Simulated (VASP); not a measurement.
# C (I4_1/amd) in VASP: a series of runs, part 2 of 2

VASP 6.6.1. The steps go on from the part before.

## (4) Single point, r2SCAN (in-plane strain +0.01)

The input, POSCAR:

```
C
1.0
    1.7979422045      1.7979422045      0.0000000000
   -1.7979422045      1.7979422045      0.0000000000
    0.0000000000      1.7979422045      1.7694599518
C
2
Direct
    0.5000000000      0.5000000000      0.0000000000
    0.7500000000      0.2500000000      0.5000000000
```

The input, INCAR.step1:

```
SYSTEM = C
  PREC = Accurate
  ENCUT = 520
  ISMEAR = 0
  SIGMA = 0.01
  LREAL = .FALSE.
  LASPH = .TRUE.
  NELM = 80
  NBANDS = 11
  GGA = PE
  ALGO = Normal
  EDIFF = 1E-4
  LWAVE = .TRUE.
  LCHARG = .FALSE.
```

The input, INCAR.step2:

```
SYSTEM = C
  PREC = Accurate
  ENCUT = 520
  EDIFF = 1E-6
  ISMEAR = 0
  SIGMA = 0.01
  LREAL = .FALSE.
  LASPH = .TRUE.
  NELM = 80
  ALGO = Normal
  ISIF = 2
  LWAVE = .FALSE.
  LCHARG = .FALSE.
  METAGGA = R2SCAN
  LMIXTAU = .TRUE.
  NBANDS = 11
  ISTART = 1
```

The input, KPOINTS:

```
Automatic mesh
0
G
  12 12 12
  0 0 0
```

Potentials or basis: VASP PAW PBE potentials, release 64 (C).

Command:

```sh
cat potpaw_PBE.64/C/POTCAR > POTCAR
cp INCAR.step1 INCAR
mpirun -np 1 vasp_std > vasp.out
cp INCAR.step2 INCAR
mpirun -np 1 vasp_std > vasp.out
```

OUTCAR:

```text
SYSTEM = C
   PREC = Accurate
   ENCUT = 520
   EDIFF = 1E-6
   ISMEAR = 0
   LREAL = .FALSE.
   LASPH = .TRUE.
   NELM = 80
   ISIF = 2
   METAGGA = R2SCAN
   ISTART = 1

 ion  position               nearest neighbor table
   1  0.500  0.500  0.000-   2 1.55   2 1.55   2 1.55   2 1.55
   2  0.750  0.250  0.500-   1 1.55   1 1.55   1 1.55   1 1.55

  LATTYP: Found a body centered tetragonal cell.
 ALAT       =     2.5426742500
 C/A-ratio  =     1.3918101792

  Lattice vectors:

 A1 = (   1.7979422045,   0.0000000000,  -1.7694599518)
 A2 = (  -1.7979422045,   0.0000000000,  -1.7694599518)
 A3 = (   0.0000000000,   1.7979422045,   1.7694599518)

Analysis of symmetry for initial positions (statically):
=====================================================================
 Subroutine PRICEL returns:
 Original cell was already a primitive cell.

 Routine SETGRP: Setting up the symmetry group for a
 body centered tetragonal supercell.

 Subroutine GETGRP returns: Found 16 space group operations
 (whereof  8 operations were pure point group operations)
 out of a pool of 16 trial point group operations.

The static configuration has the point symmetry D_2d.
 The point group associated with its full space group is D_4h.

Analysis of symmetry for dynamics (positions and initial velocities):
=====================================================================
 Subroutine PRICEL returns:
 Original cell was already a primitive cell.

 Routine SETGRP: Setting up the symmetry group for a
 body centered tetragonal supercell.

 Subroutine GETGRP returns: Found 16 space group operations
 (whereof  8 operations were pure point group operations)
 out of a pool of 16 trial point group operations.

The dynamic configuration has the point symmetry D_2d.
 The point group associated with its full space group is D_4h.

 Subroutine INISYM returns: Found 16 space group operations
 (whereof  8 operations are pure point group operations),
 and found     1 'primitive' translations

----------------------------------------------------------------------------------------

                                     Primitive cell

  volume of cell :      11.4399

  direct lattice vectors                    reciprocal lattice vectors
     1.797942204  1.797942204  0.000000000     0.278095702  0.278095702 -0.282572092
    -1.797942204  1.797942204  0.000000000    -0.278095702  0.278095702 -0.282572092
     0.000000000  1.797942204  1.769459952     0.000000000  0.000000000  0.565144184

  length of vectors
     2.542674250  2.542674250  2.522614654     0.484274123  0.484274123  0.565144184

  position of ions in fractional coordinates (direct lattice)
     0.500000000  0.500000000  0.000000000
     0.750000000  0.250000000  0.500000000

  ion indices of the primitive-cell ions
   primitive index   ion index
                 1           1
                 2           2

----------------------------------------------------------------------------------------

 KPOINTS: Automatic mesh

Automatic generation of k-mesh.
 Grid dimensions read from file:
 generate k-points for:   12   12   12

 Generating k-lattice:
[... 23 lines left out ...]
  0.333333  0.000000 -0.000000      8.000000
  0.416667  0.000000 -0.000000      8.000000
[... 16 lines left out ...]
  0.500000  0.166667 -0.000000     16.000000
 -0.416667  0.166667  0.000000     16.000000
 [... further k-points ...]
   k-points           NKPTS =    163   k-points in BZ     NKDIM =    163   number of bands    NBANDS=     11
   number of dos      NEDOS =    301   number of ions     NIONS =      2
   total plane-waves  NPLWV =   8000
   dimension x,y,z NGX =    20 NGY =   20 NGZ =   20
   dimension x,y,z NGXF=    40 NGYF=   40 NGZF=   40
   ions per type =               2
   NGX,Y,Z   is equivalent  to a cutoff of  13.08, 13.08, 13.18 a.u.
   NGXF,Y,Z  is equivalent  to a cutoff of  26.15, 26.15, 26.36 a.u.
 SYSTEM =  C
   PREC   = accura    normal or accurate (medium, high low for compatibility)
   ISTART =      1    job   : 0-new  1-cont  2-samecut
   ICHARG =      0    charge: 1-file 2-atom 10-const
   ISPIN  =      1    spin polarized calculation?
   LNONCOLLINEAR =      F non collinear calculations
   LSORBIT =      F    spin-orbit coupling
   LASPH  =      T    aspherical Exc in radial PAW
   ENCUT  =  520.0 eV  38.22 Ry    6.18 a.u.   4.73  4.73  4.69*2*pi/ulx,y,z
   NELM   =     80;   NELMIN=  2; NELMDL=  0     # of ELM steps
   EDIFF  = 0.1E-05   stopping-criterion for ELM
   LREAL  =      F    real-space projection
   EDIFFG = 0.1E-04   stopping-criterion for IOM
   NSW    =      0    number of steps for IOM
   IBRION =     -1    ionic relax: 0-MD 1-quasi-New 2-CG
   NFREE  =      0    steps in history (QN), initial steepest desc. (CG)
   ISIF   =      2    stress and relaxation
   ISYM   =      2    0-nonsym 1-usesym 2-fastsym
   POTIM  = 0.5000    time-step for ionic-motion
   TEBEG  =    0.0;   TEEND  =   0.0 temperature during run
   PSTRESS=    0.0 pullay stress
   NELECT =       8.0000    total number of electrons
   NUPDOWN=      -1.0000    fix difference up-down
   EMIN   =  10.00;   EMAX   =-10.00  energy-range for DOS
   EFERMI =   0.00;   METHOD = LEGACY
   ISMEAR =     0;   SIGMA  =   0.01  broadening in eV -4-tet -1-fermi 0-gaus
   EFERMI_NEDOS =   21; number of points for ismear=-14 and -15
   IALGO  =     38    algorithm
   IMIX   =      4    mixing-type and parameters
     AMIX     =   0.40;   BMIX     =  1.00
     AMIX_MAG =   1.60;   BMIX_MAG =  1.00
  volume/ion in A,a.u.               =       5.72        38.60
  Fermi-wavevector in a.u.,A,eV,Ry     =   1.453106  2.745973 28.728951  2.111518
  Thomas-Fermi vector in A             =   2.570411
   LORBIT       =      0    0 simple, 1 ext, 2 COOP (PROOUT), +10 PAW based schemes
   METAGGA = R2SCAN    functional components
   LHFCALC =     F    Hartree Fock is set to
   AEXX    =    0.0000 exact exchange contribution
   IVDW    =     0    specifies the selected vdW correction
   LEPSILON=     F    determine dielectric tensor
   LRPA    =     F    only Hartree local field effects (RPA)
 non-spin polarized calculation
 Gauss-broadening in eV      SIGMA  =   0.01
  energy-cutoff  :      520.00
  volume of cell :       11.44
 maximum number of plane-waves:       323
   NGX =  9   NGY =  9   NGZ =  9

 number of electron       8.0000000 magnetization

 Free energy of the ion-electron system (eV)
  ---------------------------------------------------
  ext. energy  EPLUGINS =         0.00000000
  ---------------------------------------------------
  free energy    TOTEN  =       -19.64971604 eV

  energy without entropy =      -19.64971604  energy(sigma->0) =      -19.64971604

 E-fermi :   9.9525     XC(G=0): -14.2118

 val. band max:        9.7551055758   @ k =   0.0000   0.0000   0.0000
 cond. band min:      13.6562762019   @ k =   0.0000   0.0000   0.3333
 fundamental gap:      3.9011706261
 Fermi energy:         9.9525097230

 k-point     1 :       0.0000    0.0000    0.0000
  band No.  band energies     occupation
      1     -12.9878      2.00000
      2       9.5088      2.00000
      3       9.5088      2.00000
      4       9.7551      2.00000
      5      15.2637      0.00000
      6      15.4767      0.00000
      7      15.4767      0.00000
      8      23.2024      0.00000
      9      29.8714      0.00000
     10      36.4609      0.00000
     11      37.2696      0.00000
[... 309 lines left out ...]
 k-point    24 :      -0.4167    0.1667    0.0000
  band No.  band energies     occupation
      1      -8.6905      2.00000
      2      -0.6835      2.00000
      3       4.9642      2.00000
      4       5.4147      2.00000
      5      16.6575      0.00000
      6      20.8361      0.00000
      7      21.3482      0.00000
      8      23.0022      0.00000
      9      31.7329      0.00000
     10      33.0052      0.00000
     11      38.1046      0.00000

 [... further k-points ...]

------------------------ aborting loop because EDIFF is reached ----------------------------------------

  FORCE on cell =-STRESS in cart. coord.  units (eV):
  Direction    XX          YY          ZZ          XY          YZ          ZX
  --------------------------------------------------------------------------------------
  -------------------------------------------------------------------------------------
  Total       -0.7230269     -0.7230269      0.3699212      0.0000000      0.0000000     -0.0000000
  in kB     -101.2611548   -101.2611548     51.8080961      0.0000000      0.0000000     -0.0000000
  external PRESSURE =     -50.2380712 kB  Pullay stress =       0.0000000 kB

 VOLUME and BASIS-vectors are now :
 -----------------------------------------------------------------------------
  energy-cutoff  :      520.00
  volume of cell :       11.44
      direct lattice vectors                 reciprocal lattice vectors
     1.797942204  1.797942204  0.000000000     0.278095702  0.278095702 -0.282572092
    -1.797942204  1.797942204  0.000000000    -0.278095702  0.278095702 -0.282572092
     0.000000000  1.797942204  1.769459952     0.000000000  0.000000000  0.565144184

 POSITION                                       TOTAL-FORCE (eV/Angst)
 -----------------------------------------------------------------------------------
      0.00000      1.79794      0.00000        -0.000000     -0.000000      0.000000
      0.89897      2.69691      0.88473         0.000000      0.000000      0.000000
 -----------------------------------------------------------------------------------
    total drift:                                0.000000     -0.000000      0.000000

  FREE ENERGIE OF THE ION-ELECTRON SYSTEM (eV)
  ---------------------------------------------------
  free  energy   TOTEN  =       -19.6497160370 eV

  energy  without entropy=      -19.6497160370  energy(sigma->0) =      -19.64971604
```

It took 72 s on 1 thread of Intel Xeon 8259CL, shared host; peak memory 0.13 GiB.

Results:

| Item | Value |
| --- | --- |
| Free energy | -19.6497 eV |
| Pressure | -5.0 GPa |
| Band gap on the k mesh | 3.90 eV (least direct gap 5.51 eV) |

Levels at points of the mesh, in eV from the valence-band top:
| k point | band 2 | band 3 | band 4 | band 5 | band 6 | band 7 |
| --- | --- | --- | --- | --- | --- | --- |
| (0.00, 0.00, 0.00) | -0.25 | -0.25 | 0.00 | 5.51 | 5.72 | 5.72 |
| (0.50, 0.00, 0.00) | -14.11 | -3.26 | -2.97 | 8.48 | 8.61 | 9.10 |
| (0.50, 0.50, 0.00) | -13.77 | -6.69 | -6.69 | 4.95 | 4.95 | 17.53 |
| (0.00, 0.00, 0.50) | -13.52 | -6.93 | -6.93 | 4.56 | 4.56 | 17.63 |

Caveat: the cell differs from its parent crystal (in-plane strain +0.01); the cell stands under tension; the PAW data sets were made with another functional, which shifts forces and pressure a little.

## (5) Overview

| cell | gap on the mesh (eV) | pressure (GPa) |
| --- | --- | --- |
| a = 2.530, b = 2.530, c = 2.520 Å, angles 59.9, 59.9, 90.0°, 2 atoms | 4.13 | -2.0 |
| a = 2.543, b = 2.543, c = 2.527 Å, angles 59.8, 59.8, 90.0°, 2 atoms | 3.99 | -6.7 |
| a = 2.543, b = 2.543, c = 2.523 Å, angles 59.7, 59.7, 90.0°, 2 atoms | 3.90 | -5.0 |

Alike in all rows: task single point; level r2SCAN; potentials or basis VASP PAW PBE potentials, release 64 (C); no spin polarisation; k mesh 12 × 12 × 12; cutoff (eV) 520; smearing gaussian 0.01 eV.

Caveats: the PAW data sets were made with another functional, which shifts forces and pressure a little; the cell stands under tension (at least some runs).

Absolute energies hang on the potentials; compare differences alone.
